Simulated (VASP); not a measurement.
# Hf (P6_3/mmc) in VASP: further runs, part 2 of 2

VASP 6.6.1. Earlier steps stand in the parts before.

## (3) Electric field gradients, PBEsol

This run uses another cell than the first one, of 22.38 Å³/atom, 1.020 times its volume.

INCAR reads:

```
ALGO     = Normal         # electronic algorithm
EDIFF    = 1E-8           # SCF threshold, eV
ENCUT    = 520            # plane-wave cutoff, eV
GGA      = PS             # functional
ISIF     = 2              # what is computed and relaxed
ISMEAR   = -1             # smearing method
LASPH    = T              # aspherical terms in the spheres
LCHARG   = F              # write CHGCAR
LEFG     = T            
LREAL    = F              # projectors in reciprocal space
LWAVE    = F              # write WAVECAR
NBANDS   = 17             # bands
NELM     = 80             # most SCF steps
PREC     = Accurate       # precision mode
SIGMA    = 0.05           # smearing width, eV
```

KPOINTS reads:

```
k-points
0
Gamma
  13 13 7
```

POSCAR reads:

```
Hf
1.0
    3.1966985242      0.0000000000      0.0000000000
   -1.5983492621      2.7684221302      0.0000000000
    0.0000000000      0.0000000000      5.0578000000
Hf
2
Direct
    0.3333333333      0.6666666667      0.2500000000
    0.6666666667      0.3333333333      0.7500000000
```

Potentials or basis: VASP PAW PBE potentials, release 64 (Hf_pv).

The run is started by

```
> cat potpaw_PBE.64/Hf_pv/POTCAR > POTCAR
> mpirun -np 1 vasp_std > vasp.out
```

OUTCAR:

```text
EDIFF = 1E-8
   ENCUT = 520
   GGA = PS
   ISIF = 2
   ISMEAR = -1
   LASPH = T
   LREAL = F
   NELM = 80
   PREC = Accurate

 ion  position               nearest neighbor table
   1  0.333  0.667  0.250-   2 3.13   2 3.13   2 3.13   2 3.13   2 3.13   2 3.13
   2  0.667  0.333  0.750-   1 3.13   1 3.13   1 3.13   1 3.13   1 3.13   1 3.13

  LATTYP: Found a hexagonal cell.
 ALAT       =     3.1966985242
 C/A-ratio  =     1.5821948681

  Lattice vectors:

 A1 = (   3.1966985242,   0.0000000000,   0.0000000000)
 A2 = (  -1.5983492621,   2.7684221302,   0.0000000000)
 A3 = (   0.0000000000,   0.0000000000,   5.0578000000)

Analysis of symmetry for initial positions (statically):
=====================================================================
 Subroutine PRICEL returns:
 Original cell was already a primitive cell.

 Routine SETGRP: Setting up the symmetry group for a
 hexagonal supercell.

 Subroutine GETGRP returns: Found 24 space group operations
 (whereof 12 operations were pure point group operations)
 out of a pool of 24 trial point group operations.

The static configuration has the point symmetry D_3d.
 The point group associated with its full space group is D_6h.

Analysis of symmetry for dynamics (positions and initial velocities):
=====================================================================
 Subroutine PRICEL returns:
 Original cell was already a primitive cell.

 Routine SETGRP: Setting up the symmetry group for a
 hexagonal supercell.

 Subroutine GETGRP returns: Found 24 space group operations
 (whereof 12 operations were pure point group operations)
[... 153 lines left out ...]
 val. band max:        4.7572907694   @ k =   0.3077   0.2308   0.4286
 cond. band min:       4.7594535023   @ k =   0.0000   0.0000   0.4286
 fundamental gap:      0.0021627328
 Fermi energy:         4.7580466961

 k-point     1 :       0.0000    0.0000    0.0000
  band No.  band energies     occupation
      1     -26.2750      2.00000
      2     -25.5278      2.00000
      3     -25.5278      2.00000
      4     -25.4029      2.00000
      5     -25.3991      2.00000
      6     -25.3991      2.00000
[... 457 lines left out ...]
      4     -25.5611      2.00000
      5     -25.4410      2.00000
      6     -25.4241      2.00000
[... 9 lines left out ...]
     16       7.5566      0.00000
     17      10.5028      0.00000

 [... further k-points ...]
[... 5 lines left out ...]
  --------------------------------------------------------------------------------------
  -------------------------------------------------------------------------------------
  Total       -1.1194524     -1.1194524     -1.2052287     -0.0000000      0.0000000     -0.0000000
  in kB      -40.0701119    -40.0701119    -43.1404216     -0.0000000      0.0000000     -0.0000000
  external PRESSURE =     -41.0935485 kB  Pullay stress =       0.0000000 kB

 VOLUME and BASIS-vectors are now :
 -----------------------------------------------------------------------------
  energy-cutoff  :      520.00
  volume of cell :       44.76
      direct lattice vectors                 reciprocal lattice vectors
     3.196698524  0.000000000  0.000000000     0.312822743  0.180608295  0.000000000
    -1.598349262  2.768422130  0.000000000     0.000000000  0.361216589  0.000000000
     0.000000000  0.000000000  5.057800000     0.000000000  0.000000000  0.197714421

 POSITION                                       TOTAL-FORCE (eV/Angst)
 -----------------------------------------------------------------------------------
     -0.00000      1.84561      1.26445         0.000000     -0.000000      0.000000
      1.59835      0.92281      3.79335        -0.000000      0.000000      0.000000
 -----------------------------------------------------------------------------------
    total drift:                               -0.000000      0.000000     -0.000000

  FREE ENERGIE OF THE ION-ELECTRON SYSTEM (eV)
  ---------------------------------------------------
  free  energy   TOTEN  =       -20.9900338683 eV

  energy  without entropy=      -20.9767724359  energy(sigma->0) =      -20.98340315

 Electric field gradients (V/A^2)
---------------------------------------------------------------------
 ion       V_xx      V_yy      V_zz      V_xy      V_xz      V_yz
---------------------------------------------------------------------
   1     -41.133   -41.133    82.266     0.000     0.000    -0.000
   2     -41.133   -41.133    82.266     0.000    -0.000     0.000
---------------------------------------------------------------------

 Electric field gradients after diagonalization (V/A^2)
 (convention: |V_zz| > |V_xx| > |V_yy|)
----------------------------------------------------------------------
 ion       V_xx      V_yy      V_zz     asymmetry (V_yy - V_xx)/ V_zz
----------------------------------------------------------------------
   1     -41.134   -41.132    82.266       0.000
   2     -41.134   -41.132    82.266       0.000
----------------------------------------------------------------------

           NMR quadrupolar parameters

 Cq : quadrupolar parameter    Cq=e*Q*V_zz/h
 eta: asymmetry parameters     (V_yy - V_xx)/ V_zz
 Q  : nuclear electric quadrupole moment in mb (millibarn)
----------------------------------------------------------------------
 ion       Cq(MHz)       eta       Q (mb)
----------------------------------------------------------------------
   1       0.199       0.000       1.000
   2       0.199       0.000       1.000
----------------------------------------------------------------------
```

OSZICAR:

```text
N       E                     dE             d eps       ncg     rms          rms(c)
DAV:   1     0.477660462838E+02    0.47766E+02   -0.11403E+04  2864   0.112E+03
DAV:   2    -0.199554773752E+02   -0.67722E+02   -0.66034E+02  3700   0.246E+02
DAV:   3    -0.217738657757E+02   -0.18184E+01   -0.17975E+01  3688   0.268E+01
DAV:   4    -0.217897920639E+02   -0.15926E-01   -0.15912E-01  3580   0.293E+00
DAV:   5    -0.217899431062E+02   -0.15104E-03   -0.15102E-03  3711   0.259E-01    0.654E+01
DAV:   6    -0.212042866888E+02    0.58566E+00   -0.53803E-01  3376   0.456E+00    0.386E+01
DAV:   7    -0.210012430503E+02    0.20304E+00   -0.88095E-01  3488   0.560E+00    0.186E+00
DAV:   8    -0.209899397957E+02    0.11303E-01   -0.56225E-02  3385   0.153E+00    0.362E-01
DAV:   9    -0.209900443562E+02   -0.10456E-03   -0.12309E-03  3805   0.246E-01    0.188E-01
DAV:  10    -0.209900336624E+02    0.10694E-04   -0.59857E-05  3375   0.518E-02    0.225E-01
DAV:  11    -0.209900338058E+02   -0.14346E-06   -0.61162E-06  3757   0.166E-02    0.105E-02
DAV:  12    -0.209900339537E+02   -0.14791E-06   -0.44931E-07  3558   0.431E-03    0.531E-03
DAV:  13    -0.209900338738E+02    0.79921E-07   -0.16909E-08  2635   0.972E-04    0.657E-04
DAV:  14    -0.209900338683E+02    0.54670E-08   -0.17097E-09  1891   0.342E-04
   1 F= -.20990034E+02 E0= -.20983403E+02  d E =-.132614E-01
```

stdout:

```text
POSCAR found type information on POSCAR Hf
 POSCAR found :  1 types and       2 ions
 scaLAPACK will be used
 -----------------------------------------------------------------------------
|                                                                             |
|                                                                             |
|     You enforced a specific xc type in the INCAR file but a different       |
|     I HOPE YOU KNOW WHAT YOU ARE DOING!                                     |
|                                                                             |
 -----------------------------------------------------------------------------

 LDA part: xc-table for (Slater+PW92), standard interpolation
 POSCAR, INCAR and KPOINTS ok, starting setup
 FFT: planning ... GRIDC
 FFT: planning ... GRID_SOFT
 FFT: planning ... GRID
 WAVECAR not read
 entering main loop
ion   1

ion   2
```

Run time: 17 s. Hardware: 1 thread of Intel Xeon 6975P-C (Granite Rapids), shared host; peak memory 0.19 GiB.

What came out:

```yaml
Free_energy: -20.9900 eV
Pressure: -4.1 GPa
Band_gap_on_the_k_mesh: zero (band 10 reaches 5.92 eV, above the bottom of band 11 at 4.37 eV)
```

Stress tensor (GPa, compression positive):
```
-4.01  0.00  0.00
 0.00 -4.01  0.00
 0.00  0.00 -4.31
```

Levels at points of the mesh, in eV from the Fermi level:
```csv
k point,band 7,band 8,band 9,band 10,band 11,band 12,band 13,band 14
"(0.00, 0.00, 0.00)",-7.39,-3.72,0.67,1.16,1.16,1.44,1.98,1.98
```

Electric field gradients, principal values (V/Å²):
| atom | least | middle | greatest (by size) |
| --- | --- | --- | --- |
| 1 Hf | -41.132 | -41.134 | 82.266 |
| 2 Hf | -41.132 | -41.134 | 82.266 |

Caveat: without QUAD_EFG the Cq values of the log hold for a quadrupole moment of 1 mb, not for the nuclei; the PAW data sets were made with another functional, which shifts forces and pressure a little; spin-orbit coupling is left out, which moves the levels of the heavy elements.

## (4) Electric field gradients, PBEsol (volume scaled by 1.01)

INCAR reads:

```
  PREC = Accurate
  ENCUT = 520
  EDIFF = 1E-8
  ISMEAR = -1
  SIGMA = 0.05
  LREAL = False
  LASPH = True
  NELM = 100
  ALGO = Normal
  ISIF = 2
  LWAVE = False
  LCHARG = False
  GGA = PS
  LEFG = True
  NBANDS = 17
```

KPOINTS reads:

```
Automatic mesh
0
Gamma
  13 13 7
```

POSCAR reads:

```
Hf
1.0
    3.2073188631      0.0000000000      0.0000000000
   -1.6036594315      2.7776196135      0.0000000000
    0.0000000000      0.0000000000      5.0746034457
Hf
2
Direct
    0.3333333333      0.6666666667      0.2500000000
    0.6666666667      0.3333333333      0.7500000000
```

Potentials or basis: VASP PAW PBE potentials, release 64 (Hf_pv).

The run is started by

```
> cat potpaw_PBE.64/Hf_pv/POTCAR > POTCAR
> mpirun -np 1 vasp_std > vasp.out
```

OUTCAR:

```text
PREC = Accurate
   ENCUT = 520
   EDIFF = 1E-8
   ISMEAR = -1
   LREAL = False
   LASPH = True
   NELM = 100
   ISIF = 2
   GGA = PS

 ion  position               nearest neighbor table
   1  0.333  0.667  0.250-   2 3.14   2 3.14   2 3.14   2 3.14   2 3.14   2 3.14
   2  0.667  0.333  0.750-   1 3.14   1 3.14   1 3.14   1 3.14   1 3.14   1 3.14

  LATTYP: Found a hexagonal cell.
 ALAT       =     3.2073188631
 C/A-ratio  =     1.5821948681

  Lattice vectors:

 A1 = (   3.2073188631,   0.0000000000,   0.0000000000)
 A2 = (  -1.6036594315,   2.7776196135,   0.0000000000)
 A3 = (   0.0000000000,   0.0000000000,   5.0746034457)

Analysis of symmetry for initial positions (statically):
=====================================================================
 Subroutine PRICEL returns:
 Original cell was already a primitive cell.

 Routine SETGRP: Setting up the symmetry group for a
 hexagonal supercell.

 Subroutine GETGRP returns: Found 24 space group operations
 (whereof 12 operations were pure point group operations)
 out of a pool of 24 trial point group operations.

The static configuration has the point symmetry D_3d.
 The point group associated with its full space group is D_6h.

Analysis of symmetry for dynamics (positions and initial velocities):
=====================================================================
 Subroutine PRICEL returns:
 Original cell was already a primitive cell.

 Routine SETGRP: Setting up the symmetry group for a
 hexagonal supercell.

 Subroutine GETGRP returns: Found 24 space group operations
 (whereof 12 operations were pure point group operations)
[... 154 lines left out ...]
 cond. band min:       4.6904782166   @ k =   0.0769   0.0769   0.0000
 fundamental gap:      0.0075691613
 Fermi energy:         4.6892653642

 k-point     1 :       0.0000    0.0000    0.0000
  band No.  band energies     occupation
      1     -26.3515      2.00000
      2     -25.6282      2.00000
      3     -25.6282      2.00000
      4     -25.5082      2.00000
      5     -25.5035      2.00000
      6     -25.5035      2.00000
[... 457 lines left out ...]
      4     -25.6604      2.00000
      5     -25.5448      2.00000
      6     -25.5277      2.00000
[... 9 lines left out ...]
     16       7.4644      0.00000
     17      10.3719      0.00000

 [... further k-points ...]
[... 5 lines left out ...]
  --------------------------------------------------------------------------------------
  -------------------------------------------------------------------------------------
  Total       -1.4044751     -1.4044751     -1.5063360     -0.0000000     -0.0000000      0.0000000
  in kB      -49.7745797    -49.7745797    -53.3845312     -0.0000000     -0.0000000      0.0000000
  external PRESSURE =     -50.9778968 kB  Pullay stress =       0.0000000 kB

 VOLUME and BASIS-vectors are now :
 -----------------------------------------------------------------------------
  energy-cutoff  :      520.00
  volume of cell :       45.21
      direct lattice vectors                 reciprocal lattice vectors
     3.207318863  0.000000000  0.000000000     0.311786898  0.180010250  0.000000000
    -1.603659431  2.777619614  0.000000000     0.000000000  0.360020499  0.000000000
     0.000000000  0.000000000  5.074603446     0.000000000  0.000000000  0.197059733

 POSITION                                       TOTAL-FORCE (eV/Angst)
 -----------------------------------------------------------------------------------
     -0.00000      1.85175      1.26865         0.000000      0.000000      0.000000
      1.60366      0.92587      3.80595        -0.000000     -0.000000      0.000000
 -----------------------------------------------------------------------------------
    total drift:                               -0.000000      0.000000     -0.000000

  FREE ENERGIE OF THE ION-ELECTRON SYSTEM (eV)
  ---------------------------------------------------
  free  energy   TOTEN  =       -20.9772322314 eV

  energy  without entropy=      -20.9640041603  energy(sigma->0) =      -20.97061820

 Electric field gradients (V/A^2)
---------------------------------------------------------------------
 ion       V_xx      V_yy      V_zz      V_xy      V_xz      V_yz
---------------------------------------------------------------------
   1     -39.964   -39.963    79.926     0.000     0.000    -0.000
   2     -39.964   -39.963    79.926     0.000    -0.000     0.000
---------------------------------------------------------------------

 Electric field gradients after diagonalization (V/A^2)
 (convention: |V_zz| > |V_xx| > |V_yy|)
----------------------------------------------------------------------
 ion       V_xx      V_yy      V_zz     asymmetry (V_yy - V_xx)/ V_zz
----------------------------------------------------------------------
   1     -39.964   -39.963    79.926       0.000
   2     -39.964   -39.963    79.926       0.000
----------------------------------------------------------------------

           NMR quadrupolar parameters

 Cq : quadrupolar parameter    Cq=e*Q*V_zz/h
 eta: asymmetry parameters     (V_yy - V_xx)/ V_zz
 Q  : nuclear electric quadrupole moment in mb (millibarn)
----------------------------------------------------------------------
 ion       Cq(MHz)       eta       Q (mb)
----------------------------------------------------------------------
   1       0.193       0.000       1.000
   2       0.193       0.000       1.000
----------------------------------------------------------------------
```

stdout:

```text
POSCAR found type information on POSCAR Hf
 POSCAR found :  1 types and       2 ions
 scaLAPACK will be used
 -----------------------------------------------------------------------------
|                                                                             |
|                                                                             |
|     You enforced a specific xc type in the INCAR file but a different       |
|     I HOPE YOU KNOW WHAT YOU ARE DOING!                                     |
|                                                                             |
 -----------------------------------------------------------------------------

 LDA part: xc-table for (Slater+PW92), standard interpolation
 POSCAR, INCAR and KPOINTS ok, starting setup
 FFT: planning ... GRIDC
 FFT: planning ... GRID_SOFT
 FFT: planning ... GRID
 WAVECAR not read
 entering main loop
ion   1

ion   2
```

Run time: 17 s. Hardware: 1 thread of Intel Xeon 6975P-C (Granite Rapids), shared host; peak memory 0.19 GiB.

Results:

| Property | Result |
| --- | --- |
| Free energy | -20.9772 eV |
| Pressure | -5.1 GPa |
| Band gap on the k mesh | zero (band 10 reaches 5.85 eV, above the bottom of band 11 at 4.30 eV) |

Stress tensor (GPa, compression positive):
```
-4.98  0.00  0.00
 0.00 -4.98  0.00
 0.00  0.00 -5.34
```

Electric field gradients, principal values (V/Å²):
```
atom    least   middle  greatest (by size)
1 Hf  -39.963  -39.964              79.926
2 Hf  -39.963  -39.964              79.926
```

Caveat: the cell differs from its parent crystal (volume scaled by 1.01); without QUAD_EFG the Cq values of the log hold for a quadrupole moment of 1 mb, not for the nuclei; the PAW data sets were made with another functional, which shifts forces and pressure a little; spin-orbit coupling is left out, which moves the levels of the heavy elements.

## (5) Summary

| cell | gap on the mesh (eV) | pressure (GPa) |
| --- | --- | --- |
| a = 3.175, b = 3.175, c = 5.024 Å, angles 90.0, 90.0, 120.0°, 2 atoms | none | -2.0 |
| a = 3.197, b = 3.197, c = 5.058 Å, angles 90.0, 90.0, 120.0°, 2 atoms | none | -4.1 |
| a = 3.207, b = 3.207, c = 5.075 Å, angles 90.0, 90.0, 120.0°, 2 atoms | none | -5.1 |

Alike in all rows: task electric field gradients; level PBEsol; potentials or basis VASP PAW PBE potentials, release 64 (Hf_pv); no spin polarisation; k mesh 13 × 13 × 7; cutoff (eV) 520; smearing fermi-dirac 0.05 eV.

Caveats: the PAW data sets were made with another functional, which shifts forces and pressure a little; spin-orbit coupling is left out, which moves the levels of the heavy elements.

Total energies depend on the potentials used, so only differences within one code and one set of settings carry meaning.
